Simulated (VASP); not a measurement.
# Ni (Fm-3m) in VASP: further runs, part 2 of 2

VASP 6.6.1. The steps go on from the part before.

## Step 4: Single point, LDA, collinear spin, ferromagnetic start

Input file INCAR:

```
ALGO = Normal ; EDIFF = 1E-7
ENCUT = 520 ; ISIF = 2
ISMEAR = 0 ; ISPIN = 2
LASPH = True ; LCHARG = False
LMAXMIX = 4 ; LORBIT = 11
LREAL = False ; LWAVE = False
MAGMOM = 0.5 ; NBANDS = 15
NELM = 150 ; NUPDOWN = 0.5
PREC = Accurate ; SIGMA = 0.15
```

Input file KPOINTS:

```
k-points
0
Gamma
  24 24 24
```

Input file POSCAR:

```
Ni
1.0
    0.0000000000      1.7119891795      1.7119891795
    1.7119891795      0.0000000000      1.7119891795
    1.7119891795      1.7119891795      0.0000000000
Ni
1
Direct
    0.0000000000      0.0000000000      0.0000000000
```

Potentials or basis: VASP PAW LDA potentials, release 64 (Ni).

Command:

```bash
> cat potpaw_LDA.64/Ni/POTCAR > POTCAR
> mpirun -np 1 vasp_std > vasp.out
```

OUTCAR:

```text
EDIFF = 1E-7
   ENCUT = 520
   ISIF = 2
   ISMEAR = 0
   ISPIN = 2
   LASPH = True
   LORBIT = 11
   LREAL = False
   NELM = 150
   NUPDOWN = 0.5
   PREC = Accurate

 ion  position               nearest neighbor table
   1  0.000  0.000  0.000-

  LATTYP: Found a face centered cubic cell.
 ALAT       =     3.4239783590

  Lattice vectors:

 A1 = (   0.0000000000,   1.7119891795,   1.7119891795)
 A2 = (   1.7119891795,   0.0000000000,   1.7119891795)
 A3 = (   1.7119891795,   1.7119891795,   0.0000000000)

Analysis of symmetry for initial positions (statically):
=====================================================================
 Subroutine PRICEL returns:
 Original cell was already a primitive cell.

 Routine SETGRP: Setting up the symmetry group for a
 face centered cubic supercell.

 Subroutine GETGRP returns: Found 48 space group operations
 (whereof 48 operations were pure point group operations)
 out of a pool of 48 trial point group operations.

The static configuration has the point symmetry O_h .

Analysis of symmetry for dynamics (positions and initial velocities):
=====================================================================
 Subroutine PRICEL returns:
 Original cell was already a primitive cell.

 Routine SETGRP: Setting up the symmetry group for a
 face centered cubic supercell.

 Subroutine GETGRP returns: Found 48 space group operations
 (whereof 48 operations were pure point group operations)
 out of a pool of 48 trial point group operations.

The dynamic configuration has the point symmetry O_h .

Analysis of structural, dynamic, and magnetic symmetry:
=====================================================================
 Subroutine PRICEL returns:
 Original cell was already a primitive cell.

 Routine SETGRP: Setting up the symmetry group for a
 face centered cubic supercell.

 Subroutine GETGRP returns: Found 48 space group operations
 (whereof 48 operations were pure point group operations)
 out of a pool of 48 trial point group operations.

The overall configuration has the point symmetry O_h .

 Subroutine INISYM returns: Found 48 space group operations
 (whereof 48 operations are pure point group operations),
 and found     1 'primitive' translations

----------------------------------------------------------------------------------------

                                     Primitive cell

  volume of cell :      10.0354

  direct lattice vectors                    reciprocal lattice vectors
     0.000000000  1.711989179  1.711989179    -0.292057921  0.292057921  0.292057921
     1.711989179  0.000000000  1.711989179     0.292057921 -0.292057921  0.292057921
     1.711989179  1.711989179  0.000000000     0.292057921  0.292057921 -0.292057921

  length of vectors
     2.421118316  2.421118316  2.421118316     0.505859157  0.505859157  0.505859157

  position of ions in fractional coordinates (direct lattice)
     0.000000000  0.000000000  0.000000000

  ion indices of the primitive-cell ions
   primitive index   ion index
                 1           1

----------------------------------------------------------------------------------------

 KPOINTS: k-points

Automatic generation of k-mesh.
 Grid dimensions read from file:
 generate k-points for:   24   24   24

 Generating k-lattice:

  Cartesian coordinates                     Fractional coordinates (reciprocal lattice)
[... 66 lines left out ...]
   ISIF   =      2    stress and relaxation
   ISYM   =      2    0-nonsym 1-usesym 2-fastsym
   POTIM  = 0.5000    time-step for ionic-motion
   TEBEG  =    0.0;   TEEND  =   0.0 temperature during run
   PSTRESS=    0.0 pullay stress
   NELECT =      10.0000    total number of electrons
   NUPDOWN=       0.5000    fix difference up-down
   EMIN   =  10.00;   EMAX   =-10.00  energy-range for DOS
   EFERMI =   0.00;   METHOD = LEGACY
   ISMEAR =     0;   SIGMA  =   0.15  broadening in eV -4-tet -1-fermi 0-gaus
   EFERMI_NEDOS =   21; number of points for ismear=-14 and -15
   IALGO  =     38    algorithm
   IMIX   =      4    mixing-type and parameters
     AMIX     =   0.40;   BMIX     =  1.00
     AMIX_MAG =   1.60;   BMIX_MAG =  1.00
  volume/ion in A,a.u.               =      10.04        67.72
  Fermi-wavevector in a.u.,A,eV,Ry     =   1.635173  3.090030 36.379150  2.673792
  Thomas-Fermi vector in A             =   2.726690
   LORBIT       =     11    0 simple, 1 ext, 2 COOP (PROOUT), +10 PAW based schemes
   GGA     = CA    functional components
   LHFCALC =     F    Hartree Fock is set to
   AEXX    =    0.0000 exact exchange contribution
   IVDW    =     0    specifies the selected vdW correction
   LEPSILON=     F    determine dielectric tensor
   LRPA    =     F    only Hartree local field effects (RPA)
 spin polarized calculation
 Gauss-broadening in eV      SIGMA  =   0.15
  energy-cutoff  :      520.00
  volume of cell :       10.04
 maximum number of plane-waves:       290
 NGX is ok and might be reduce to    18
   NGX =  9   NGY =  9   NGZ =  9

 number of electron      10.0000000 magnetization       0.5000000

 number of electron       9.9999991 magnetization       0.4999999

 Free energy of the ion-electron system (eV)
  ---------------------------------------------------
  ext. energy  EPLUGINS =         0.00000000
  ---------------------------------------------------
  free energy    TOTEN  =        -6.58674771 eV

  energy without entropy =       -6.56573606  energy(sigma->0) =       -6.57624188

 E-fermi :  10.2169     XC(G=0): -14.0971

 val. band max:       10.2159535391   @ k =  -0.4167   0.0417   0.0000
 cond. band min:      10.0932965705   @ k =   0.4167   0.0833   0.0000
 fundamental gap:     -0.1226569686
 Fermi energy:        10.0833159761

 spin component 1

 k-point     1 :       0.0000    0.0000    0.0000
  band No.  band energies     occupation
      1       0.6762      1.00000
      2       7.7205      1.00000
      3       7.7205      1.00000
      4       7.7205      1.00000
      5       9.0146      1.00000
      6       9.0146      1.00000
      7      34.6853      0.00000
      8      39.0923      0.00000
      9      39.0923      0.00000
     10      39.0923      0.00000
     11      42.3678      0.00000
     12      42.3678      0.00000
     13      42.3678      0.00000
     14      45.3146      0.00000
[... 403 lines left out ...]
      4       8.9549      1.00000
      5       9.7872      0.99738
      6      10.1641      0.22315
      7      17.3614      0.00000
      8      33.0021      0.00000
      9      35.2924      0.00000
     10      36.0477      0.00000
     11      39.8188      0.00000
     12      40.3646      0.00000
     13      46.2663      0.00000
     14      55.3367      0.00000
     15      56.8246      0.00000

 [... further k-points ...]

 spin component 2

 k-point     1 :       0.0000    0.0000    0.0000
  band No.  band energies     occupation
      1       0.7097      1.00000
      2       8.2372      1.00000
      3       8.2372      1.00000
      4       8.2372      1.00000
      5       9.4855      1.00000
      6       9.4855      1.00000
      7      34.6705      0.00000
      8      39.1260      0.00000
      9      39.1260      0.00000
     10      39.1260      0.00000
     11      42.5088      0.00000
     12      42.5088      0.00000
     13      42.5088      0.00000
     14      45.2925      0.00000
[... 403 lines left out ...]
      4       9.1739      1.00000
      5      10.3335      0.13567
      6      10.5732      0.00039
      7      17.6495      0.00000
      8      32.9930      0.00000
      9      35.3948      0.00000
     10      36.1476      0.00000
     11      39.9152      0.00000
     12      40.4635      0.00000
     13      46.4219      0.00000
     14      55.9103      0.00000
     15      57.4781      0.00000

 [... further k-points ...]
[... 5 lines left out ...]
  --------------------------------------------------------------------------------------
  -------------------------------------------------------------------------------------
  Total       -0.0302496     -0.0302496     -0.0302496      0.0000000     -0.0000000     -0.0000000
  in kB       -4.8294480     -4.8294480     -4.8294480      0.0000000     -0.0000000     -0.0000000
  external PRESSURE =      -4.8294480 kB  Pullay stress =       0.0000000 kB

 VOLUME and BASIS-vectors are now :
 -----------------------------------------------------------------------------
  energy-cutoff  :      520.00
  volume of cell :       10.04
      direct lattice vectors                 reciprocal lattice vectors
     0.000000000  1.711989179  1.711989179    -0.292057921  0.292057921  0.292057921
     1.711989179  0.000000000  1.711989179     0.292057921 -0.292057921  0.292057921
     1.711989179  1.711989179  0.000000000     0.292057921  0.292057921 -0.292057921

 POSITION                                       TOTAL-FORCE (eV/Angst)
 -----------------------------------------------------------------------------------
      0.00000      0.00000      0.00000         0.000000      0.000000     -0.000000
 -----------------------------------------------------------------------------------
    total drift:                                0.000000     -0.000000     -0.000000

  FREE ENERGIE OF THE ION-ELECTRON SYSTEM (eV)
  ---------------------------------------------------
  free  energy   TOTEN  =        -6.5867477063 eV

  energy  without entropy=       -6.5657360572  energy(sigma->0) =       -6.57624188

 total charge

# of ion       s       p       d       tot
------------------------------------------
    1        0.534   0.570   8.372   9.476

 magnetization (x)

# of ion       s       p       d       tot
------------------------------------------
    1       -0.006  -0.018   0.525   0.501
```

OSZICAR:

```text
N       E                     dE             d eps       ncg     rms          rms(c)
DAV:   1     0.318783863653E+02    0.31878E+02   -0.41937E+03 26686   0.882E+02
DAV:   2    -0.631932416984E+01   -0.38198E+02   -0.35469E+02 28091   0.165E+02
DAV:   3    -0.769564786449E+01   -0.13763E+01   -0.13647E+01 30387   0.308E+01
DAV:   4    -0.770298770986E+01   -0.73398E-02   -0.73388E-02 30578   0.213E+00
DAV:   5    -0.770305679597E+01   -0.69086E-04   -0.69086E-04 31004   0.187E-01    0.110E+01
DAV:   6    -0.690100519163E+01    0.80205E+00   -0.13141E+01 35982   0.410E+01    0.546E+00
DAV:   7    -0.661046660359E+01    0.29054E+00   -0.20759E+00 31879   0.148E+01    0.212E+00
DAV:   8    -0.658974065906E+01    0.20726E-01   -0.24932E-02 33180   0.105E+00    0.888E-01
DAV:   9    -0.658737371236E+01    0.23669E-02   -0.12297E-03 41066   0.198E-01    0.258E-01
DAV:  10    -0.658675005460E+01    0.62366E-03   -0.52631E-04 41364   0.114E-01    0.325E-02
DAV:  11    -0.658674719119E+01    0.28634E-05   -0.19988E-05 35375   0.286E-02    0.904E-03
DAV:  12    -0.658674768365E+01   -0.49245E-06   -0.37456E-07 32680   0.499E-03    0.215E-03
DAV:  13    -0.658674770635E+01   -0.22700E-07   -0.26602E-08 23107   0.122E-03
   1 F= -.65867477E+01 E0= -.65762419E+01  d E =-.210116E-01  mag=     0.5000
```

stdout:

```text
POSCAR found type information on POSCAR Ni
 POSCAR found :  1 types and       1 ions
 scaLAPACK will be used
 LDA part: xc-table for (Slater(with rela. corr.)+CA(PZ))
 , standard interpolation
 POSCAR, INCAR and KPOINTS ok, starting setup
 FFT: planning ... GRIDC
 FFT: planning ... GRID_SOFT
 FFT: planning ... GRID
 WAVECAR not read
 entering main loop
```

Wall time 100 s (1 thread of Intel Xeon Platinum 8488C (Sapphire Rapids), shared host); peak memory 0.19 GiB.

Results:

```
Free energy                                           : -6.5867 eV
Pressure                                              : -0.5 GPa
Net moment                                            : 0.50 μB per cell
Site moments                                          : Ni +0.50 μB
Valence electrons inside the program's atomic spheres : Ni 9.48
```

Caveat: the total moment is fixed, so each spin has its own Fermi level.

## Step 5: Overview

| fixed moment (μB) | pressure (GPa) | moment (μB) |
| --- | --- | --- |
| 0.25 | -0.9 | 0.25 |
| 1.0 | 4.3 | 1.00 |
| 0.5 | -0.5 | 0.50 |

Alike in all rows: task single point; level LDA; potentials or basis VASP PAW LDA potentials, release 64 (Ni); spin collinear, ferromagnetic start; cell as given; k mesh 24 × 24 × 24; cutoff (eV) 520; smearing gaussian 0.15 eV.

Caveats: the total moment is fixed, so each spin has its own Fermi level.

Total energies depend on the potentials used, so only differences within one code and one set of settings carry meaning.
